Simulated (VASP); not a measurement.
# TaRu (Pm-3m) in VASP: further runs

Runs on TaRu. Level: LDA. Tasks: relaxation of the atoms.

Program: VASP 6.6.1. These are calculated values, not measurements. Logs are shortened: lines on timing, memory, paths and dates and some standing lists are left out, and cuts for length are marked.

### 1 The cell of the first run

It takes space group Pm-3m (No. 221, cubic). Conventional cell: a = 2.951 Å, b = 2.951 Å, c = 2.951 Å, α = 90.00°, β = 90.00°, γ = 90.00°. Within 3.4 Å of Ta (site symmetry m-3m) lie 8 Ru at 2.56 Å and 6 Ta at 2.95 Å. Ru (site symmetry m-3m) has 8 Ta at 2.56 Å and 6 Ru at 2.95 Å within 3.4 Å.

### 2 Relaxation of the atoms, LDA

File INCAR:

```
PREC     = Accurate       # precision mode
ENCUT    = 520            # plane-wave cutoff, eV
EDIFF    = 1E-6           # SCF threshold, eV
ISMEAR   = -1             # smearing method
SIGMA    = 0.05           # smearing width, eV
LREAL    = F              # projectors in reciprocal space
LASPH    = T              # aspherical terms in the spheres
NELM     = 100            # most SCF steps
ALGO     = Normal         # electronic algorithm
ISIF     = 2              # what is computed and relaxed
LWAVE    = F              # write WAVECAR
LCHARG   = F              # write CHGCAR
IBRION   = 2              # ionic algorithm
NSW      = 50             # ionic steps
EDIFFG   = -0.01          # ionic threshold
```

File KPOINTS:

```
regular mesh
0
Gamma
  11 11 11
```

File POSCAR:

```
TaRu
1.0
    2.9509755062      0.0000000000      0.0000000000
    0.0000000000      2.9509755062      0.0000000000
    0.0000000000      0.0000000000      2.9509755062
Ta Ru
1 1
Direct
    0.5000000000      0.5000000000      0.5000000000
    0.0000000000      0.0000000000      0.0000000000
```

Potentials or basis: VASP PAW LDA potentials, release 64 (Ta_pv, Ru_pv).

On the command line:

```bash
$ cat potpaw_LDA.64/Ta_pv/POTCAR potpaw_LDA.64/Ru_pv/POTCAR > POTCAR
$ mpirun -np 1 vasp_std > vasp.out
```

OUTCAR:

```text
PREC = Accurate
   ENCUT = 520
   EDIFF = 1E-6
   ISMEAR = -1
   LREAL = F
   LASPH = T
   NELM = 100
   ISIF = 2
   IBRION = 2
   NSW = 50
   EDIFFG = -0.01

 ion  position               nearest neighbor table
   1  0.500  0.500  0.500-   2 2.56   2 2.56   2 2.56   2 2.56   2 2.56   2 2.56   2 2.56   2 2.56

   2  0.000  0.000  0.000-   1 2.56   1 2.56   1 2.56   1 2.56   1 2.56   1 2.56   1 2.56   1 2.56

  LATTYP: Found a simple cubic cell.
 ALAT       =     2.9509755062

  Lattice vectors:

 A1 = (   2.9509755062,   0.0000000000,   0.0000000000)
 A2 = (   0.0000000000,   2.9509755062,   0.0000000000)
 A3 = (   0.0000000000,   0.0000000000,   2.9509755062)

Analysis of symmetry for initial positions (statically):
=====================================================================
 Subroutine PRICEL returns:
 Original cell was already a primitive cell.

 Routine SETGRP: Setting up the symmetry group for a
 simple cubic supercell.

 Subroutine GETGRP returns: Found 48 space group operations
 (whereof 48 operations were pure point group operations)
 out of a pool of 48 trial point group operations.

The static configuration has the point symmetry O_h .

Analysis of symmetry for dynamics (positions and initial velocities):
=====================================================================
 Subroutine PRICEL returns:
 Original cell was already a primitive cell.

 Routine SETGRP: Setting up the symmetry group for a
 simple cubic supercell.

 Subroutine GETGRP returns: Found 48 space group operations
 (whereof 48 operations were pure point group operations)
 out of a pool of 48 trial point group operations.

The dynamic configuration has the point symmetry O_h .

 Subroutine INISYM returns: Found 48 space group operations
 (whereof 48 operations are pure point group operations),
 and found     1 'primitive' translations

----------------------------------------------------------------------------------------

                                     Primitive cell

  volume of cell :      25.6979

  direct lattice vectors                    reciprocal lattice vectors
     2.950975506  0.000000000  0.000000000     0.338870993  0.000000000  0.000000000
     0.000000000  2.950975506  0.000000000     0.000000000  0.338870993  0.000000000
     0.000000000  0.000000000  2.950975506     0.000000000  0.000000000  0.338870993

  length of vectors
     2.950975506  2.950975506  2.950975506     0.338870993  0.338870993  0.338870993

  position of ions in fractional coordinates (direct lattice)
     0.500000000  0.500000000  0.500000000
     0.000000000  0.000000000  0.000000000

  ion indices of the primitive-cell ions
   primitive index   ion index
                 1           1
                 2           2

----------------------------------------------------------------------------------------

 KPOINTS: regular mesh

Automatic generation of k-mesh.
 Grid dimensions read from file:
 generate k-points for:   11   11   11

 Generating k-lattice:

  Cartesian coordinates                     Fractional coordinates (reciprocal lattice)
     0.030806454  0.000000000  0.000000000     0.090909091  0.000000000  0.000000000
     0.000000000  0.030806454  0.000000000     0.000000000  0.090909091  0.000000000
     0.000000000  0.000000000  0.030806454     0.000000000  0.000000000  0.090909091

  Length of vectors
     0.030806454  0.030806454  0.030806454

  Shift w.r.t. Gamma in fractional coordinates (k-lattice)
     0.000000000  0.000000000  0.000000000

 Subroutine IBZKPT returns following result:
 ===========================================

 Found     56 irreducible k-points:

 Following reciprocal coordinates:
            Coordinates               Weight
  0.000000  0.000000  0.000000      1.000000
  0.090909  0.000000  0.000000      6.000000
  0.181818  0.000000  0.000000      6.000000
  0.272727  0.000000  0.000000      6.000000
  0.363636  0.000000  0.000000      6.000000
  0.454545  0.000000  0.000000      6.000000
[... 16 lines left out ...]
  0.181818  0.090909  0.090909     24.000000
  0.272727  0.090909  0.090909     24.000000
 [... further k-points ...]
   k-points           NKPTS =     56   k-points in BZ     NKDIM =     56   number of bands    NBANDS=     16
   number of dos      NEDOS =    301   number of ions     NIONS =      2
   total plane-waves  NPLWV =  13824
   dimension x,y,z NGX =    24 NGY =   24 NGZ =   24
   dimension x,y,z NGXF=    48 NGYF=   48 NGZF=   48
   ions per type =               1   1
   NGX,Y,Z   is equivalent  to a cutoff of  13.52, 13.52, 13.52 a.u.
   NGXF,Y,Z  is equivalent  to a cutoff of  27.04, 27.04, 27.04 a.u.
 SYSTEM =  unknown system
   PREC   = accura    normal or accurate (medium, high low for compatibility)
   ISTART =      0    job   : 0-new  1-cont  2-samecut
   ICHARG =      2    charge: 1-file 2-atom 10-const
   ISPIN  =      1    spin polarized calculation?
   LNONCOLLINEAR =      F non collinear calculations
   LSORBIT =      F    spin-orbit coupling
   LASPH  =      T    aspherical Exc in radial PAW
   ENCUT  =  520.0 eV  38.22 Ry    6.18 a.u.   5.49  5.49  5.49*2*pi/ulx,y,z
   NELM   =    100;   NELMIN=  2; NELMDL= -5     # of ELM steps
   EDIFF  = 0.1E-05   stopping-criterion for ELM
   LREAL  =      F    real-space projection
   EDIFFG = -.1E-01   stopping-criterion for IOM
   NSW    =     50    number of steps for IOM
   IBRION =      2    ionic relax: 0-MD 1-quasi-New 2-CG
   NFREE  =      1    steps in history (QN), initial steepest desc. (CG)
   ISIF   =      2    stress and relaxation
   ISYM   =      2    0-nonsym 1-usesym 2-fastsym
   POTIM  = 0.5000    time-step for ionic-motion
   TEBEG  =    0.0;   TEEND  =   0.0 temperature during run
   PSTRESS=    0.0 pullay stress
   NELECT =      25.0000    total number of electrons
   NUPDOWN=      -1.0000    fix difference up-down
   EMIN   =  10.00;   EMAX   =-10.00  energy-range for DOS
   EFERMI =   0.00;   METHOD = LEGACY
   ISMEAR =    -1;   SIGMA  =   0.05  broadening in eV -4-tet -1-fermi 0-gaus
   EFERMI_NEDOS =   21; number of points for ismear=-14 and -15
   IALGO  =     38    algorithm
   IMIX   =      4    mixing-type and parameters
     AMIX     =   0.40;   BMIX     =  1.00
     AMIX_MAG =   1.60;   BMIX_MAG =  1.00
  volume/ion in A,a.u.               =      12.85        86.71
  Fermi-wavevector in a.u.,A,eV,Ry     =   1.622143  3.065406 35.801677  2.631349
  Thomas-Fermi vector in A             =   2.715805
   LORBIT       =      0    0 simple, 1 ext, 2 COOP (PROOUT), +10 PAW based schemes
   GGA     = CA    functional components
   LHFCALC =     F    Hartree Fock is set to
   AEXX    =    0.0000 exact exchange contribution
   IVDW    =     0    specifies the selected vdW correction
   LEPSILON=     F    determine dielectric tensor
   LRPA    =     F    only Hartree local field effects (RPA)
 conjugate gradient relaxation of ions
 non-spin polarized calculation
  energy-cutoff  :      520.00
  volume of cell :       25.70
 maximum number of plane-waves:       739
 NGX is ok and might be reduce to    24
   NGX = 11   NGY = 11   NGZ = 11

 number of electron      25.0000002 magnetization

 Free energy of the ion-electron system (eV)
  ---------------------------------------------------
  ext. energy  EPLUGINS =         0.00000000
  ---------------------------------------------------
  free energy    TOTEN  =       -23.12813012 eV

  energy without entropy =      -23.10908620  energy(sigma->0) =      -23.11860816

 E-fermi :  12.5070     XC(G=0): -14.6696

 val. band max:       12.4927429529   @ k =   0.4545   0.4545   0.0000
 cond. band min:      12.5144178809   @ k =   0.3636   0.1818   0.0000
 fundamental gap:      0.0216749280
 Fermi energy:        12.5070428842

 k-point     1 :       0.0000    0.0000    0.0000
  band No.  band energies     occupation
      1     -30.9947      2.00000
      2     -30.9947      2.00000
      3     -30.9947      2.00000
      4     -21.9583      2.00000
      5     -21.9583      2.00000
      6     -21.9583      2.00000
[... 8 lines left out ...]
     15      17.8669      0.00000
     16      17.8669      0.00000

 k-point     2 :       0.0909    0.0000    0.0000
  band No.  band energies     occupation
      1     -31.0116      2.00000
      2     -30.9903      2.00000
      3     -30.9903      2.00000
      4     -22.0232      2.00000
      5     -21.9609      2.00000
      6     -21.9609      2.00000
[... 8 lines left out ...]
     15      17.0116      0.00000
     16      17.0116      0.00000

 k-point     3 :       0.1818    0.0000    0.0000
  band No.  band energies     occupation
      1     -31.0567      2.00000
      2     -30.9785      2.00000
      3     -30.9785      2.00000
      4     -22.1942      2.00000
      5     -21.9682      2.00000
      6     -21.9682      2.00000
[... 8 lines left out ...]
     15      15.4948      0.00000
     16      15.4948      0.00000

 k-point     4 :       0.2727    0.0000    0.0000
  band No.  band energies     occupation
      1     -31.1152      2.00000
      2     -30.9629      2.00000
      3     -30.9629      2.00000
      4     -22.4117      2.00000
      5     -21.9778      2.00000
      6     -21.9778      2.00000
[... 8 lines left out ...]
     15      14.0721      0.00000
     16      14.4360      0.00000

 k-point     5 :       0.3636    0.0000    0.0000
  band No.  band energies     occupation
      1     -31.1683      2.00000
      2     -30.9485      2.00000
      3     -30.9485      2.00000
      4     -22.6058      2.00000
      5     -21.9868      2.00000
      6     -21.9868      2.00000
[... 8 lines left out ...]
     15      12.9623      0.00022
     16      14.4246      0.00000

 k-point     6 :       0.4545    0.0000    0.0000
  band No.  band energies     occupation
      1     -31.1995      2.00000
      2     -30.9399      2.00000
      3     -30.9399      2.00000
      4     -22.7186      2.00000
      5     -21.9922      2.00000
      6     -21.9922      2.00000
[... 8 lines left out ...]
     15      12.3225      1.95134
     16      14.0860      0.00000

 k-point     7 :       0.0909    0.0909    0.0000
  band No.  band energies     occupation
      1     -31.0161      2.00000
      2     -30.9998      2.00000
      3     -30.9861      2.00000
      4     -22.0451      2.00000
      5     -22.0025      2.00000
      6     -21.9629      2.00000
[... 8 lines left out ...]
     15      16.1516      0.00000
     16      16.2481      0.00000

 k-point     8 :       0.1818    0.0909    0.0000
  band No.  band energies     occupation
      1     -31.0582      2.00000
      2     -30.9950      2.00000
      3     -30.9747      2.00000
      4     -22.1968      2.00000
      5     -22.0183      2.00000
      6     -21.9683      2.00000
[... 8 lines left out ...]
     15      14.8631      0.00000
     16      14.8672      0.00000

 k-point     9 :       0.2727    0.0909    0.0000
  band No.  band energies     occupation
      1     -31.1177      2.00000
      2     -30.9836      2.00000
      3     -30.9597      2.00000
      4     -22.4041      2.00000
      5     -22.0244      2.00000
      6     -21.9754      2.00000
[... 8 lines left out ...]
     15      13.7919      0.00000
     16      14.3913      0.00000
[... 172 lines left out ...]
 k-point    19 :       0.3636    0.3636    0.0000
  band No.  band energies     occupation
      1     -31.2190      2.00000
      2     -31.1875      2.00000
      3     -30.9213      2.00000
      4     -22.4663      2.00000
      5     -22.3874      2.00000
      6     -21.9368      2.00000
[... 8 lines left out ...]
     15      14.2522      0.00000
     16      16.2875      0.00000

 k-point    20 :       0.4545    0.3636    0.0000
  band No.  band energies     occupation
      1     -31.2497      2.00000
      2     -31.2093      2.00000
      3     -30.9163      2.00000
      4     -22.5053      2.00000
      5     -22.3929      2.00000
      6     -21.9276      2.00000
[... 8 lines left out ...]
     15      14.7172      0.00000
     16      17.2301      0.00000

 k-point    21 :       0.4545    0.4545    0.0000
  band No.  band energies     occupation
      1     -31.2605      2.00000
      2     -31.2562      2.00000
      3     -30.9120      2.00000
      4     -22.4702      2.00000
      5     -22.4593      2.00000
      6     -21.9155      2.00000
[... 8 lines left out ...]
     15      14.3627      0.00000
     16      17.9513      0.00000

 k-point    22 :       0.0909    0.0909    0.0909
  band No.  band energies     occupation
      1     -31.0115      2.00000
      2     -31.0115      2.00000
      3     -30.9902      2.00000
      4     -22.0607      2.00000
      5     -22.0057      2.00000
      6     -22.0057      2.00000
[... 8 lines left out ...]
     15      14.9869      0.00000
     16      17.0147      0.00000

 k-point    23 :       0.1818    0.0909    0.0909
  band No.  band energies     occupation
      1     -31.0574      2.00000
      2     -30.9990      2.00000
      3     -30.9863      2.00000
      4     -22.1967      2.00000
      5     -22.0236      2.00000
      6     -22.0142      2.00000
[... 8 lines left out ...]
     15      13.8619      0.00000
     16      15.5321      0.00000

 k-point    24 :       0.2727    0.0909    0.0909
  band No.  band energies     occupation
      1     -31.1189      2.00000
      2     -30.9825      2.00000
      3     -30.9794      2.00000
      4     -22.3958      2.00000
      5     -22.0255      2.00000
      6     -22.0203      2.00000
[... 8 lines left out ...]
     15      14.1608      0.00000
     16      14.3074      0.00000

 [... further k-points ...]
[... 5 lines left out ...]
  --------------------------------------------------------------------------------------
  -------------------------------------------------------------------------------------
  Total       11.1321929     11.1321929     11.1321929     -0.0000000     -0.0000000      0.0000000
  in kB      694.0559653    694.0559653    694.0559653     -0.0000000     -0.0000000      0.0000000
  external PRESSURE =     694.0559653 kB  Pullay stress =       0.0000000 kB

 VOLUME and BASIS-vectors are now :
 -----------------------------------------------------------------------------
  energy-cutoff  :      520.00
  volume of cell :       25.70
      direct lattice vectors                 reciprocal lattice vectors
     2.950975506  0.000000000  0.000000000     0.338870993  0.000000000  0.000000000
     0.000000000  2.950975506  0.000000000     0.000000000  0.338870993  0.000000000
     0.000000000  0.000000000  2.950975506     0.000000000  0.000000000  0.338870993

 POSITION                                       TOTAL-FORCE (eV/Angst)
 -----------------------------------------------------------------------------------
      1.47549      1.47549      1.47549         0.000000      0.000000      0.000000
      0.00000      0.00000      0.00000         0.000000      0.000000      0.000000
 -----------------------------------------------------------------------------------
    total drift:                                0.000000      0.000000     -0.000000

  FREE ENERGIE OF THE ION-ELECTRON SYSTEM (eV)
  ---------------------------------------------------
  free  energy   TOTEN  =       -23.1281301160 eV

  energy  without entropy=      -23.1090861992  energy(sigma->0) =      -23.11860816

 reached required accuracy - stopping structural energy minimisation
```

Wall time 14 s (1 thread of Intel Xeon 6975P-C, shared host); peak memory 0.14 GiB.

Results:

```yaml
Free_energy: -23.1281 eV
Pressure_after_relaxing: 69.4 GPa
```

Final structure:
```
Ta Ru
1.0
     2.95098    0.00000    0.00000
     0.00000    2.95098    0.00000
     0.00000    0.00000    2.95098
Ta Ru
1 1
Direct
  0.50000 0.50000 0.50000
  0.00000 0.00000 0.00000
```

Caveat: the relaxation stopped at its first step, so nothing moved; spin-orbit coupling is left out, which moves the levels of the heavy elements.

### 3 Relaxation of the atoms, LDA

This run uses another cell than the first one, of 14.46 Å³/atom, 1.125 times its volume.

File INCAR:

```
ALGO = Normal ; EDIFF = 1E-6
EDIFFG = -0.01 ; ENCUT = 520
IBRION = 2 ; ISIF = 2
ISMEAR = -1 ; LASPH = T
LCHARG = F ; LREAL = F
LWAVE = F ; NELM = 100
NSW = 50 ; PREC = Accurate
SIGMA = 0.05
```

File KPOINTS:

```
k-points
0
Gamma
  11 11 11
```

File POSCAR:

```
TaRu
1.0
    3.0691382063      0.0000000000      0.0000000000
    0.0000000000      3.0691382063      0.0000000000
    0.0000000000      0.0000000000      3.0691382063
Ta Ru
1 1
Direct
    0.5000000000      0.5000000000      0.5000000000
    0.0000000000      0.0000000000      0.0000000000
```

Potentials or basis: VASP PAW LDA potentials, release 64 (Ta_pv, Ru_pv).

On the command line:

```bash
$ cat potpaw_LDA.64/Ta_pv/POTCAR potpaw_LDA.64/Ru_pv/POTCAR > POTCAR
$ mpirun -np 1 vasp_std > vasp.out
```

Run time: 13 s. Hardware: 1 thread of Intel Xeon 6975P-C, shared host; peak memory 0.15 GiB.

The run converged. Its results:

| Property | Result |
| --- | --- |
| Free energy | -23.9400 eV |
| Pressure after relaxing | 16.4 GPa |

Final structure:
```
Ta Ru
1.0
     3.06914    0.00000    0.00000
     0.00000    3.06914    0.00000
     0.00000    0.00000    3.06914
Ta Ru
1 1
Direct
  0.50000 0.50000 0.50000
  0.00000 0.00000 0.00000
```

Levels at points of the mesh, in eV from the Fermi level:
| k point | band 9 | band 10 | band 11 | band 12 | band 13 | band 14 | band 15 | band 16 |
| --- | --- | --- | --- | --- | --- | --- | --- | --- |
| (0.00, 0.00, 0.00) | -6.81 | -2.74 | -2.74 | -2.74 | 1.05 | 1.05 | 4.60 | 4.60 |

Caveat: the relaxation stopped at its first step, so nothing moved; spin-orbit coupling is left out, which moves the levels of the heavy elements.

[end of part 1 of 2]
